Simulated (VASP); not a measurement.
# F (Fm-3m) in VASP: a series of runs

Runs on F. Level: PBE. Tasks: single point.

Everything below comes from runs of VASP 6.6.1. Logs are shortened: lines on timing, memory, paths and dates and some standing lists are left out, and cuts for length are marked.

## 1. The cell of the first run

The structure is cubic, space group Fm-3m (No. 225). Conventional cell: a = 2.606 Å, b = 2.606 Å, c = 2.606 Å, α = 90.00°, β = 90.00°, γ = 90.00°. Within 2.4 Å of F (site symmetry m-3m) lie 12 F at 1.84 Å.

## 2. Single point, PBE (volume scaled by 0.43)

Contents of INCAR:

```
SYSTEM = F
PREC = Accurate
ENCUT = 520
EDIFF = 1E-6
ISMEAR = -1
SIGMA = 0.1
LREAL = .False.
LASPH = .True.
NELM = 80
ALGO = Normal
ISIF = 2
LWAVE = .False.
LCHARG = .False.
GGA = PE
NBANDS = 10
```

Contents of KPOINTS:

```
regular mesh
0
Gamma
  17 17 17
  0 0 0
```

Contents of POSCAR:

```
F
1.0
    0.0000000000      1.3027928543      1.3027928543
    1.3027928543      0.0000000000      1.3027928543
    1.3027928543      1.3027928543      0.0000000000
F
1
Direct
    0.0000000000      0.0000000000      0.0000000000
```

Potentials or basis: VASP PAW PBE potentials, release 64 (F).

Started as:

```console
cat potpaw_PBE.64/F/POTCAR > POTCAR
mpirun -np 1 vasp_std > vasp.out
```

OUTCAR:

```text
SYSTEM = F
   PREC = Accurate
   ENCUT = 520
   EDIFF = 1E-6
   ISMEAR = -1
   LREAL = .False.
   LASPH = .True.
   NELM = 80
   ISIF = 2
   GGA = PE

 ion  position               nearest neighbor table
   1  0.000  0.000  0.000-

  LATTYP: Found a face centered cubic cell.
 ALAT       =     2.6055857086

  Lattice vectors:

 A1 = (   0.0000000000,   1.3027928543,   1.3027928543)
 A2 = (   1.3027928543,   0.0000000000,   1.3027928543)
 A3 = (   1.3027928543,   1.3027928543,   0.0000000000)

Analysis of symmetry for initial positions (statically):
=====================================================================
 Subroutine PRICEL returns:
 Original cell was already a primitive cell.

 Routine SETGRP: Setting up the symmetry group for a
 face centered cubic supercell.

 Subroutine GETGRP returns: Found 48 space group operations
 (whereof 48 operations were pure point group operations)
 out of a pool of 48 trial point group operations.

The static configuration has the point symmetry O_h .

Analysis of symmetry for dynamics (positions and initial velocities):
=====================================================================
 Subroutine PRICEL returns:
 Original cell was already a primitive cell.

 Routine SETGRP: Setting up the symmetry group for a
 face centered cubic supercell.

 Subroutine GETGRP returns: Found 48 space group operations
 (whereof 48 operations were pure point group operations)
 out of a pool of 48 trial point group operations.

The dynamic configuration has the point symmetry O_h .

 Subroutine INISYM returns: Found 48 space group operations
 (whereof 48 operations are pure point group operations),
 and found     1 'primitive' translations

----------------------------------------------------------------------------------------

                                     Primitive cell

  volume of cell :       4.4224

  direct lattice vectors                    reciprocal lattice vectors
     0.000000000  1.302792854  1.302792854    -0.383790868  0.383790868  0.383790868
     1.302792854  0.000000000  1.302792854     0.383790868 -0.383790868  0.383790868
     1.302792854  1.302792854  0.000000000     0.383790868  0.383790868 -0.383790868

  length of vectors
     1.842427324  1.842427324  1.842427324     0.664745282  0.664745282  0.664745282

  position of ions in fractional coordinates (direct lattice)
     0.000000000  0.000000000  0.000000000

  ion indices of the primitive-cell ions
[... 78 lines left out ...]
   IBRION =     -1    ionic relax: 0-MD 1-quasi-New 2-CG
   NFREE  =      0    steps in history (QN), initial steepest desc. (CG)
   ISIF   =      2    stress and relaxation
   ISYM   =      2    0-nonsym 1-usesym 2-fastsym
   POTIM  = 0.5000    time-step for ionic-motion
   TEBEG  =    0.0;   TEEND  =   0.0 temperature during run
   PSTRESS=    0.0 pullay stress
   NELECT =       7.0000    total number of electrons
   NUPDOWN=      -1.0000    fix difference up-down
   EMIN   =  10.00;   EMAX   =-10.00  energy-range for DOS
   EFERMI =   0.00;   METHOD = LEGACY
   ISMEAR =    -1;   SIGMA  =   0.10  broadening in eV -4-tet -1-fermi 0-gaus
   EFERMI_NEDOS =   21; number of points for ismear=-14 and -15
   IALGO  =     38    algorithm
   IMIX   =      4    mixing-type and parameters
     AMIX     =   0.40;   BMIX     =  1.00
     AMIX_MAG =   1.60;   BMIX_MAG =  1.00
  volume/ion in A,a.u.               =       4.42        29.84
  Fermi-wavevector in a.u.,A,eV,Ry     =   1.907899  3.605407 49.526298  3.640080
  Thomas-Fermi vector in A             =   2.945314
   LORBIT       =      0    0 simple, 1 ext, 2 COOP (PROOUT), +10 PAW based schemes
   GGA     = PE    functional components
   LHFCALC =     F    Hartree Fock is set to
   AEXX    =    0.0000 exact exchange contribution
   IVDW    =     0    specifies the selected vdW correction
   LEPSILON=     F    determine dielectric tensor
   LRPA    =     F    only Hartree local field effects (RPA)
 non-spin polarized calculation
  energy-cutoff  :      520.00
  volume of cell :        4.42
 maximum number of plane-waves:       127
 NGX is ok and might be reduce to    14
   NGX =  7   NGY =  7   NGZ =  7

 number of electron       7.0000008 magnetization

 Free energy of the ion-electron system (eV)
  ---------------------------------------------------
  ext. energy  EPLUGINS =         0.00000000
  ---------------------------------------------------
  free energy    TOTEN  =         2.06378037 eV

  energy without entropy =        2.08882147  energy(sigma->0) =        2.07630092

 E-fermi :   8.3765     XC(G=0): -15.5390

 val. band max:        8.3718337880   @ k =   0.4706   0.1176   0.0000
 cond. band min:       8.3876798220   @ k =   0.2941   0.2353   0.0588
 fundamental gap:      0.0158460339
 Fermi energy:         8.3765246976

 k-point     1 :       0.0000    0.0000    0.0000
  band No.  band energies     occupation
      1     -23.1712      2.00000
      2      10.2390      0.00000
      3      10.2390      0.00000
      4      10.2390      0.00000
      5      35.9171      0.00000
      6      55.0743      0.00000
      7      55.0743      0.00000
      8      55.0743      0.00000
      9      61.6318      0.00000
     10      73.0993      0.00000
[... 287 lines left out ...]
 k-point    24 :      -0.1176    0.0588    0.0000
  band No.  band energies     occupation
      1     -22.1350      2.00000
      2       7.8958      1.98379
      3       9.5303      0.00002
      4      10.1195      0.00000
      5      37.1121      0.00000
      6      48.3486      0.00000
      7      55.0174      0.00000
      8      56.3292      0.00000
      9      63.5331      0.00000
     10      66.4880      0.00000

 [... further k-points ...]

------------------------ aborting loop because EDIFF is reached ----------------------------------------

  FORCE on cell =-STRESS in cart. coord.  units (eV):
  Direction    XX          YY          ZZ          XY          YZ          ZX
  --------------------------------------------------------------------------------------
  -------------------------------------------------------------------------------------
  Total        9.8841526      9.8841526      9.8841526      0.0000000      0.0000000      0.0000000
  in kB     3580.9142959   3580.9142959   3580.9142959      0.0000000      0.0000000      0.0000000
  external PRESSURE =    3580.9142959 kB  Pullay stress =       0.0000000 kB

 VOLUME and BASIS-vectors are now :
 -----------------------------------------------------------------------------
  energy-cutoff  :      520.00
  volume of cell :        4.42
      direct lattice vectors                 reciprocal lattice vectors
     0.000000000  1.302792854  1.302792854    -0.383790868  0.383790868  0.383790868
     1.302792854  0.000000000  1.302792854     0.383790868 -0.383790868  0.383790868
     1.302792854  1.302792854  0.000000000     0.383790868  0.383790868 -0.383790868

 POSITION                                       TOTAL-FORCE (eV/Angst)
 -----------------------------------------------------------------------------------
      0.00000      0.00000      0.00000         0.000000      0.000000      0.000000
 -----------------------------------------------------------------------------------
    total drift:                               -0.000000     -0.000000     -0.000000

  FREE ENERGIE OF THE ION-ELECTRON SYSTEM (eV)
  ---------------------------------------------------
  free  energy   TOTEN  =         2.0637803654 eV

  energy  without entropy=        2.0888214711  energy(sigma->0) =        2.07630092
```

stdout:

```text
POSCAR found type information on POSCAR F
 POSCAR found :  1 types and       1 ions
 scaLAPACK will be used
 LDA part: xc-table for (Slater+PW92), standard interpolation
 POSCAR, INCAR and KPOINTS ok, starting setup
 FFT: planning ... GRIDC
 FFT: planning ... GRID_SOFT
 FFT: planning ... GRID
 WAVECAR not read
 entering main loop
```

Run time: 3.6 s. Hardware: 1 thread of Intel Xeon 6975P-C, shared host; peak memory 0.11 GiB.

Results:

```
Free energy : 2.0638 eV
Pressure    : 358.1 GPa
```

Levels at points of the mesh, in eV from the Fermi level:
```
           k point  band 1  band 2  band 3  band 4  band 5  band 6  band 7  band 8
(0.00, 0.00, 0.00)  -31.55    1.86    1.86    1.86   27.54   46.70   46.70   46.70
```

Caveat: an odd number of electrons without spin polarisation forces a metal; a magnetic or distorted state may lie lower.

## 3. Single point, PBE (volume scaled by 0.5)

Contents of INCAR:

```
SYSTEM = F
PREC = Accurate
ENCUT = 520
EDIFF = 1E-7
ISMEAR = -1
SIGMA = 0.1
LREAL = .FALSE.
LASPH = .TRUE.
NELM = 80
ALGO = Normal
ISIF = 2
LWAVE = .FALSE.
LCHARG = .TRUE.
GGA = PE
LELF = .TRUE.
LVHAR = .TRUE.
NBANDS = 10
```

Contents of KPOINTS:

```
regular mesh
0
G
  17 17 17
  0 0 0
```

Contents of POSCAR:

```
F
1.0
    0.0000000000      1.3699641972      1.3699641972
    1.3699641972      0.0000000000      1.3699641972
    1.3699641972      1.3699641972      0.0000000000
F
1
Direct
    0.0000000000      0.0000000000      0.0000000000
```

Potentials or basis: VASP PAW PBE potentials, release 64 (F).

Started as:

```console
cat potpaw_PBE.64/F/POTCAR > POTCAR
mpirun -np 1 vasp_std > vasp.out
```

OUTCAR:

```text
SYSTEM = F
   PREC = Accurate
   ENCUT = 520
   EDIFF = 1E-7
   ISMEAR = -1
   LREAL = .FALSE.
   LASPH = .TRUE.
   NELM = 80
   ISIF = 2
   GGA = PE

 ion  position               nearest neighbor table
   1  0.000  0.000  0.000-

  LATTYP: Found a face centered cubic cell.
 ALAT       =     2.7399283944

  Lattice vectors:

 A1 = (   0.0000000000,   1.3699641972,   1.3699641972)
 A2 = (   1.3699641972,   0.0000000000,   1.3699641972)
 A3 = (   1.3699641972,   1.3699641972,   0.0000000000)

Analysis of symmetry for initial positions (statically):
=====================================================================
 Subroutine PRICEL returns:
 Original cell was already a primitive cell.

 Routine SETGRP: Setting up the symmetry group for a
 face centered cubic supercell.

 Subroutine GETGRP returns: Found 48 space group operations
 (whereof 48 operations were pure point group operations)
 out of a pool of 48 trial point group operations.

The static configuration has the point symmetry O_h .

Analysis of symmetry for dynamics (positions and initial velocities):
=====================================================================
 Subroutine PRICEL returns:
 Original cell was already a primitive cell.

 Routine SETGRP: Setting up the symmetry group for a
 face centered cubic supercell.

 Subroutine GETGRP returns: Found 48 space group operations
 (whereof 48 operations were pure point group operations)
 out of a pool of 48 trial point group operations.

The dynamic configuration has the point symmetry O_h .

 Subroutine INISYM returns: Found 48 space group operations
 (whereof 48 operations are pure point group operations),
 and found     1 'primitive' translations

----------------------------------------------------------------------------------------

[... 110 lines left out ...]
     AMIX_MAG =   1.60;   BMIX_MAG =  1.00
  volume/ion in A,a.u.               =       5.14        34.70
  Fermi-wavevector in a.u.,A,eV,Ry     =   1.814352  3.428629 44.788670  3.291874
  Thomas-Fermi vector in A             =   2.872200
   LORBIT       =      0    0 simple, 1 ext, 2 COOP (PROOUT), +10 PAW based schemes
   GGA     = PE    functional components
   LHFCALC =     F    Hartree Fock is set to
   AEXX    =    0.0000 exact exchange contribution
   IVDW    =     0    specifies the selected vdW correction
   LEPSILON=     F    determine dielectric tensor
   LRPA    =     F    only Hartree local field effects (RPA)
 non-spin polarized calculation
  energy-cutoff  :      520.00
  volume of cell :        5.14
 maximum number of plane-waves:       147
   NGX =  7   NGY =  7   NGZ =  7

 number of electron       6.9999986 magnetization

 Free energy of the ion-electron system (eV)
  ---------------------------------------------------
  ext. energy  EPLUGINS =         0.00000000
  ---------------------------------------------------
  free energy    TOTEN  =         0.82972969 eV

  energy without entropy =        0.86125243  energy(sigma->0) =        0.84549106

 E-fermi :   5.4076     XC(G=0): -14.4882

 val. band max:        5.4065330482   @ k =  -0.2941   0.2353   0.0588
 cond. band min:       5.4174949265   @ k =   0.2941   0.2353   0.0588
 fundamental gap:      0.0109618783
 Fermi energy:         5.4076180834

 k-point     1 :       0.0000    0.0000    0.0000
  band No.  band energies     occupation
      1     -23.4154      2.00000
      2       6.9095      0.00000
      3       6.9095      0.00000
      4       6.9095      0.00000
      5      29.1764      0.00000
      6      49.7855      0.00000
      7      49.7855      0.00000
      8      49.7855      0.00000
      9      55.8085      0.00000
     10      65.9888      0.00000
[... 287 lines left out ...]
 k-point    24 :      -0.1176    0.0588    0.0000
  band No.  band energies     occupation
      1     -22.5479      2.00000
      2       4.8675      1.99102
      3       6.3477      0.00017
      4       6.8101      0.00000
      5      30.4600      0.00000
      6      43.5659      0.00000
      7      49.5594      0.00000
      8      50.9090      0.00000
      9      57.4239      0.00000
     10      59.9911      0.00000

 [... further k-points ...]

------------------------ aborting loop because EDIFF is reached ----------------------------------------

  FORCE on cell =-STRESS in cart. coord.  units (eV):
  Direction    XX          YY          ZZ          XY          YZ          ZX
  --------------------------------------------------------------------------------------
  -------------------------------------------------------------------------------------
  Total        6.5409020      6.5409020      6.5409020      0.0000000     -0.0000000      0.0000000
  in kB     2037.9361681   2037.9361681   2037.9361681      0.0000000     -0.0000000      0.0000000
  external PRESSURE =    2037.9361681 kB  Pullay stress =       0.0000000 kB

 VOLUME and BASIS-vectors are now :
 -----------------------------------------------------------------------------
  energy-cutoff  :      520.00
  volume of cell :        5.14
      direct lattice vectors                 reciprocal lattice vectors
     0.000000000  1.369964197  1.369964197    -0.364973042  0.364973042  0.364973042
     1.369964197  0.000000000  1.369964197     0.364973042 -0.364973042  0.364973042
     1.369964197  1.369964197  0.000000000     0.364973042  0.364973042 -0.364973042

 POSITION                                       TOTAL-FORCE (eV/Angst)
 -----------------------------------------------------------------------------------
      0.00000      0.00000      0.00000         0.000000      0.000000     -0.000000
 -----------------------------------------------------------------------------------
    total drift:                               -0.000000     -0.000000     -0.000000

  FREE ENERGIE OF THE ION-ELECTRON SYSTEM (eV)
  ---------------------------------------------------
  free  energy   TOTEN  =         0.8297296867 eV

  energy  without entropy=        0.8612524290  energy(sigma->0) =        0.84549106
```

stdout:

```text
POSCAR found type information on POSCAR F
 POSCAR found :  1 types and       1 ions
 scaLAPACK will be used
 LDA part: xc-table for (Slater+PW92), standard interpolation
 POSCAR, INCAR and KPOINTS ok, starting setup
 FFT: planning ... GRIDC
 FFT: planning ... GRID_SOFT
 FFT: planning ... GRID
 WAVECAR not read
 entering main loop
```

Wall time 4.6 s (1 thread of Intel Xeon 6975P-C, shared host); peak memory 0.11 GiB.

Results:

```
Free energy : 0.8297 eV
Pressure    : 203.8 GPa
```

Caveat: an odd number of electrons without spin polarisation forces a metal; a magnetic or distorted state may lie lower.
